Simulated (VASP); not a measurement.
# MgH2 (Fm-3m) in VASP: further runs

The runs below take MgH2 through single point, with LDA.

All numbers are computed with VASP 6.6.1; they aren't measurements. Logs are shortened: lines on timing, memory, paths and dates and some standing lists are left out, and cuts for length are marked.

## 1. The cell of the first run

The structure is cubic, space group Fm-3m (No. 225). Conventional cell: a = 4.794 Å, b = 4.794 Å, c = 4.794 Å, α = 90.00°, β = 90.00°, γ = 90.00°. Within 2.7 Å of Mg (site symmetry m-3m) lie 8 H at 2.08 Å. H (site symmetry -43m) has 4 Mg at 2.08 Å and 6 H at 2.40 Å within 2.7 Å.

## 2. Single point, LDA

The input, INCAR:

```
SYSTEM = MgH2
PREC = Accurate
ENCUT = 520
EDIFF = 1E-6
ISMEAR = -1
SIGMA = 0.1
LREAL = .FALSE.
LASPH = .TRUE.
NELM = 80
ALGO = Normal
ISIF = 2
LWAVE = .FALSE.
LCHARG = .FALSE.
GGA = CA
NBANDS = 9
```

The input, KPOINTS:

```
Automatic mesh
0
G
  8 8 8
  0 0 0
```

The input, POSCAR:

```
MgH2
1.0
    0.0000000000      2.3968361152      2.3968361152
    2.3968361152      0.0000000000      2.3968361152
    2.3968361152      2.3968361152      0.0000000000
Mg H
1 2
Direct
    0.0000000000      0.0000000000      0.0000000000
    0.7500000000      0.7500000000      0.7500000000
    0.2500000000      0.2500000000      0.2500000000
```

Potentials or basis: VASP PAW LDA potentials, release 64 (Mg, H).

The run is started by

```sh
> cat potpaw_LDA.64/Mg/POTCAR potpaw_LDA.64/H/POTCAR > POTCAR
> mpirun -np 1 vasp_std > vasp.out
```

OUTCAR:

```text
SYSTEM = MgH2
   PREC = Accurate
   ENCUT = 520
   EDIFF = 1E-6
   ISMEAR = -1
   LREAL = .FALSE.
   LASPH = .TRUE.
   NELM = 80
   ISIF = 2
   GGA = CA

 ion  position               nearest neighbor table
   1  0.000  0.000  0.000-   2 2.08   2 2.08   2 2.08   2 2.08   3 2.08   3 2.08   3 2.08   3 2.08

   2  0.750  0.750  0.750-   1 2.08   1 2.08   1 2.08   1 2.08
   3  0.250  0.250  0.250-   1 2.08   1 2.08   1 2.08   1 2.08

  LATTYP: Found a face centered cubic cell.
 ALAT       =     4.7936722304

  Lattice vectors:

 A1 = (   0.0000000000,   2.3968361152,   2.3968361152)
 A2 = (   2.3968361152,   0.0000000000,   2.3968361152)
 A3 = (   2.3968361152,   2.3968361152,   0.0000000000)

Analysis of symmetry for initial positions (statically):
=====================================================================
 Subroutine PRICEL returns:
 Original cell was already a primitive cell.

 Routine SETGRP: Setting up the symmetry group for a
 face centered cubic supercell.

 Subroutine GETGRP returns: Found 48 space group operations
 (whereof 48 operations were pure point group operations)
 out of a pool of 48 trial point group operations.

The static configuration has the point symmetry O_h .

Analysis of symmetry for dynamics (positions and initial velocities):
=====================================================================
 Subroutine PRICEL returns:
 Original cell was already a primitive cell.

 Routine SETGRP: Setting up the symmetry group for a
 face centered cubic supercell.

 Subroutine GETGRP returns: Found 48 space group operations
 (whereof 48 operations were pure point group operations)
 out of a pool of 48 trial point group operations.

The dynamic configuration has the point symmetry O_h .

 Subroutine INISYM returns: Found 48 space group operations
 (whereof 48 operations are pure point group operations),
 and found     1 'primitive' translations

----------------------------------------------------------------------------------------

                                     Primitive cell

  volume of cell :      27.5388

  direct lattice vectors                    reciprocal lattice vectors
     0.000000000  2.396836115  2.396836115    -0.208608339  0.208608339  0.208608339
     2.396836115  0.000000000  2.396836115     0.208608339 -0.208608339  0.208608339
     2.396836115  2.396836115  0.000000000     0.208608339  0.208608339 -0.208608339

  length of vectors
     3.389638141  3.389638141  3.389638141     0.361320241  0.361320241  0.361320241

  position of ions in fractional coordinates (direct lattice)
     0.000000000  0.000000000  0.000000000
     0.750000000  0.750000000  0.750000000
     0.250000000  0.250000000  0.250000000

  ion indices of the primitive-cell ions
   primitive index   ion index
                 1           1
                 2           2
                 3           3

----------------------------------------------------------------------------------------

 KPOINTS: Automatic mesh

Automatic generation of k-mesh.
 Grid dimensions read from file:
 generate k-points for:    8    8    8

 Generating k-lattice:

  Cartesian coordinates                     Fractional coordinates (reciprocal lattice)
    -0.026076042  0.026076042  0.026076042     0.125000000  0.000000000  0.000000000
     0.026076042 -0.026076042  0.026076042     0.000000000  0.125000000  0.000000000
     0.026076042  0.026076042 -0.026076042     0.000000000  0.000000000  0.125000000

  Length of vectors
     0.045165030  0.045165030  0.045165030

  Shift w.r.t. Gamma in fractional coordinates (k-lattice)
     0.000000000  0.000000000  0.000000000

 Subroutine IBZKPT returns following result:
 ===========================================

 Found     29 irreducible k-points:

 Following reciprocal coordinates:
            Coordinates               Weight
  0.000000  0.000000  0.000000      1.000000
  0.125000  0.000000  0.000000      8.000000
  0.250000  0.000000  0.000000      8.000000
  0.375000  0.000000  0.000000      8.000000
  0.500000  0.000000  0.000000      4.000000
  0.125000  0.125000  0.000000      6.000000
[... 16 lines left out ...]
  0.500000  0.250000  0.125000     48.000000
 -0.375000  0.250000  0.125000     24.000000
 [... further k-points ...]
   k-points           NKPTS =     29   k-points in BZ     NKDIM =     29   number of bands    NBANDS=      9
   number of dos      NEDOS =    301   number of ions     NIONS =      3
   total plane-waves  NPLWV =  21952
   dimension x,y,z NGX =    28 NGY =   28 NGZ =   28
   dimension x,y,z NGXF=    56 NGYF=   56 NGZF=   56
   ions per type =               1   2
   NGX,Y,Z   is equivalent  to a cutoff of  13.73, 13.73, 13.73 a.u.
   NGXF,Y,Z  is equivalent  to a cutoff of  27.47, 27.47, 27.47 a.u.
 SYSTEM =  MgH2
   PREC   = accura    normal or accurate (medium, high low for compatibility)
   ISTART =      0    job   : 0-new  1-cont  2-samecut
   ICHARG =      2    charge: 1-file 2-atom 10-const
   ISPIN  =      1    spin polarized calculation?
   LNONCOLLINEAR =      F non collinear calculations
   LSORBIT =      F    spin-orbit coupling
   LASPH  =      T    aspherical Exc in radial PAW
   ENCUT  =  520.0 eV  38.22 Ry    6.18 a.u.   6.30  6.30  6.30*2*pi/ulx,y,z
   NELM   =     80;   NELMIN=  2; NELMDL= -5     # of ELM steps
   EDIFF  = 0.1E-05   stopping-criterion for ELM
   LREAL  =      F    real-space projection
   EDIFFG = 0.1E-04   stopping-criterion for IOM
   NSW    =      0    number of steps for IOM
   IBRION =     -1    ionic relax: 0-MD 1-quasi-New 2-CG
   NFREE  =      0    steps in history (QN), initial steepest desc. (CG)
   ISIF   =      2    stress and relaxation
   ISYM   =      2    0-nonsym 1-usesym 2-fastsym
   POTIM  = 0.5000    time-step for ionic-motion
   TEBEG  =    0.0;   TEEND  =   0.0 temperature during run
   PSTRESS=    0.0 pullay stress
   NELECT =       4.0000    total number of electrons
   NUPDOWN=      -1.0000    fix difference up-down
   EMIN   =  10.00;   EMAX   =-10.00  energy-range for DOS
   EFERMI =   0.00;   METHOD = LEGACY
   ISMEAR =    -1;   SIGMA  =   0.10  broadening in eV -4-tet -1-fermi 0-gaus
   EFERMI_NEDOS =   21; number of points for ismear=-14 and -15
   IALGO  =     38    algorithm
   IMIX   =      4    mixing-type and parameters
     AMIX     =   0.40;   BMIX     =  1.00
     AMIX_MAG =   1.60;   BMIX_MAG =  1.00
  volume/ion in A,a.u.               =       9.18        61.95
  Fermi-wavevector in a.u.,A,eV,Ry     =   0.860557  1.626218 10.075916  0.740559
  Thomas-Fermi vector in A             =   1.978080
   LORBIT       =      0    0 simple, 1 ext, 2 COOP (PROOUT), +10 PAW based schemes
   GGA     = CA    functional components
   LHFCALC =     F    Hartree Fock is set to
   AEXX    =    0.0000 exact exchange contribution
   IVDW    =     0    specifies the selected vdW correction
   LEPSILON=     F    determine dielectric tensor
   LRPA    =     F    only Hartree local field effects (RPA)
 non-spin polarized calculation
  energy-cutoff  :      520.00
  volume of cell :       27.54
 maximum number of plane-waves:       754
 NGX is ok and might be reduce to    28
   NGX = 13   NGY = 13   NGZ = 13

 number of electron       4.0000000 magnetization

 Free energy of the ion-electron system (eV)
  ---------------------------------------------------
  ext. energy  EPLUGINS =         0.00000000
  ---------------------------------------------------
  free energy    TOTEN  =        -9.15833902 eV

  energy without entropy =       -9.15092471  energy(sigma->0) =       -9.15463187

 E-fermi :   2.6216     XC(G=0):  -9.2237

 val. band max:        2.5031256646   @ k =  -0.3750   0.5000   0.1250
 cond. band min:       2.8489486388   @ k =   0.5000   0.3750   0.0000
 fundamental gap:      0.3458229742
 Fermi energy:         2.6215519533

 k-point     1 :       0.0000    0.0000    0.0000
  band No.  band energies     occupation
      1      -7.2011      2.00000
      2       3.7770      0.00002
      3      11.7581      0.00000
      4      11.7581      0.00000
      5      11.7581      0.00000
      6      14.0435      0.00000
      7      14.0435      0.00000
      8      14.0435      0.00000
      9      15.1725      0.00000

 k-point     2 :       0.1250    0.0000    0.0000
  band No.  band energies     occupation
      1      -6.9182      2.00000
      2       3.1131      0.01456
      3      10.5275      0.00000
      4      11.3572      0.00000
      5      11.3572      0.00000
      6      13.9945      0.00000
      7      14.8608      0.00000
      8      14.8608      0.00000
      9      15.6474      0.00000

 k-point     3 :       0.2500    0.0000    0.0000
  band No.  band energies     occupation
      1      -6.0808      2.00000
      2       1.3838      1.99999
      3       9.3921      0.00000
      4      10.9323      0.00000
      5      10.9323      0.00000
      6      12.1350      0.00000
      7      13.9632      0.00000
      8      13.9632      0.00000
      9      17.1814      0.00000

 k-point     4 :       0.3750    0.0000    0.0000
  band No.  band energies     occupation
      1      -4.7252      2.00000
      2      -0.7950      2.00000
      3       9.0761      0.00000
      4      10.5709      0.00000
      5      10.9279      0.00000
      6      10.9279      0.00000
      7      12.4415      0.00000
      8      12.4415      0.00000
      9      19.7515      0.00000
[... 205 lines left out ...]
 k-point    22 :       0.3750    0.2500    0.1250
  band No.  band energies     occupation
      1      -5.3648      2.00000
      2       0.9232      2.00000
      3       6.9890      0.00000
      4       8.1958      0.00000
      5      10.0028      0.00000
      6      13.5406      0.00000
      7      14.2757      0.00000
      8      15.5788      0.00000
      9      18.7352      0.00000

 k-point    23 :       0.5000    0.2500    0.1250
  band No.  band energies     occupation
      1      -4.0687      2.00000
      2      -0.6007      2.00000
      3       5.8376      0.00000
      4       6.7062      0.00000
      5      10.6046      0.00000
      6      12.4367      0.00000
      7      15.2874      0.00000
      8      16.8018      0.00000
      9      18.0383      0.00000

 k-point    24 :      -0.3750    0.2500    0.1250
  band No.  band energies     occupation
      1      -2.4316      2.00000
      2      -2.3689      2.00000
      3       5.6773      0.00000
      4       6.0095      0.00000
      5      11.3016      0.00000
      6      11.3590      0.00000
      7      16.5509      0.00000
      8      16.9123      0.00000
      9      18.4254      0.00000

 [... further k-points ...]

------------------------ aborting loop because EDIFF is reached ----------------------------------------

  FORCE on cell =-STRESS in cart. coord.  units (eV):
  Direction    XX          YY          ZZ          XY          YZ          ZX
  --------------------------------------------------------------------------------------
  -------------------------------------------------------------------------------------
  Total       -0.8775984     -0.8775984     -0.8775984      0.0000000      0.0000000     -0.0000000
  in kB      -51.0577172    -51.0577172    -51.0577172      0.0000000      0.0000000     -0.0000000
  external PRESSURE =     -51.0577172 kB  Pullay stress =       0.0000000 kB

 VOLUME and BASIS-vectors are now :
 -----------------------------------------------------------------------------
  energy-cutoff  :      520.00
  volume of cell :       27.54
      direct lattice vectors                 reciprocal lattice vectors
     0.000000000  2.396836115  2.396836115    -0.208608339  0.208608339  0.208608339
     2.396836115  0.000000000  2.396836115     0.208608339 -0.208608339  0.208608339
     2.396836115  2.396836115  0.000000000     0.208608339  0.208608339 -0.208608339

 POSITION                                       TOTAL-FORCE (eV/Angst)
 -----------------------------------------------------------------------------------
      0.00000      0.00000      0.00000         0.000000      0.000000      0.000000
      3.59525      3.59525      3.59525        -0.000000     -0.000000     -0.000000
      1.19842      1.19842      1.19842         0.000000      0.000000      0.000000
 -----------------------------------------------------------------------------------
    total drift:                                0.000000      0.000000      0.000000

  FREE ENERGIE OF THE ION-ELECTRON SYSTEM (eV)
  ---------------------------------------------------
  free  energy   TOTEN  =        -9.1583390237 eV

  energy  without entropy=       -9.1509247091  energy(sigma->0) =       -9.15463187
```

Wall time 6.7 s (1 thread of Intel Xeon 6975P-C, shared host); peak memory 0.14 GiB.

Results:

| Quantity | Value |
| --- | --- |
| Free energy | -9.1583 eV |
| Pressure | -5.1 GPa |
| Band gap on the k mesh | zero (band 2 reaches 3.78 eV, above the bottom of band 3 at 2.10 eV) |

Levels at points of the mesh, in eV from the Fermi level:
```tsv
k point	band 1	band 2	band 3	band 4	band 5
(0.00, 0.00, 0.00)	-9.82	1.16	9.14	9.14	9.14
(0.50, 0.00, 0.00)	-5.60	-5.48	6.75	7.03	8.78
(0.50, 0.50, 0.00)	-5.56	-2.15	-0.52	4.50	4.50
```

## 3. Single point, LDA

This run uses another cell than the first one, of 9.36 Å³/atom, 1.020 times its volume.

The input, INCAR:

```
SYSTEM = MgH2
PREC     = Accurate       ! precision mode
ENCUT    = 520            ! plane-wave cutoff, eV
EDIFF    = 1E-6           ! SCF threshold, eV
ISMEAR   = -1             ! smearing method
SIGMA    = 0.1            ! smearing width, eV
LREAL    = .False.        ! projectors in reciprocal space
LASPH    = .True.         ! aspherical terms in the spheres
NELM     = 60             ! most SCF steps
ALGO     = Normal         ! electronic algorithm
ISIF     = 2              ! what is computed and relaxed
LWAVE    = .False.        ! write WAVECAR
LCHARG   = .True.         ! write CHGCAR
LELF     = .True.         ! ELF
LVHAR    = .True.       
NBANDS   = 9              ! bands
```

The input, KPOINTS:

```
regular mesh
0
Gamma
  8 8 8
  0 0 0
```

The input, POSCAR:

```
MgH2
1.0
    0.0000000000      2.4124004222      2.4124004222
    2.4124004222      0.0000000000      2.4124004222
    2.4124004222      2.4124004222      0.0000000000
Mg H
1 2
Direct
    0.0000000000      0.0000000000      0.0000000000
    0.7500000000      0.7500000000      0.7500000000
    0.2500000000      0.2500000000      0.2500000000
```

Potentials or basis: VASP PAW LDA potentials, release 64 (Mg, H).

The run is started by

```sh
> cat potpaw_LDA.64/Mg/POTCAR potpaw_LDA.64/H/POTCAR > POTCAR
> mpirun -np 1 vasp_std > vasp.out
```

It took 5 s on 1 thread of Intel Xeon 6975P-C, shared host; peak memory 0.14 GiB.

It converged, with:

```yaml
Free_energy: -9.1400 eV
Pressure: -6.0 GPa
Band_gap_on_the_k_mesh: zero (band 2 reaches 3.63 eV, above the bottom of band 3 at 2.00 eV)
```

Levels at points of the mesh, in eV from the Fermi level:
| k point | band 1 | band 2 | band 3 | band 4 | band 5 | band 6 |
| --- | --- | --- | --- | --- | --- | --- |
| (0.00, 0.00, 0.00) | -9.70 | 1.12 | 9.07 | 9.07 | 9.07 | 11.25 |
| (0.50, 0.00, 0.00) | -5.53 | -5.41 | 6.68 | 6.87 | 8.65 | 8.65 |
| (0.50, 0.50, 0.00) | -5.49 | -2.13 | -0.51 | 4.45 | 4.45 | 7.45 |

[end of part 1 of 2]
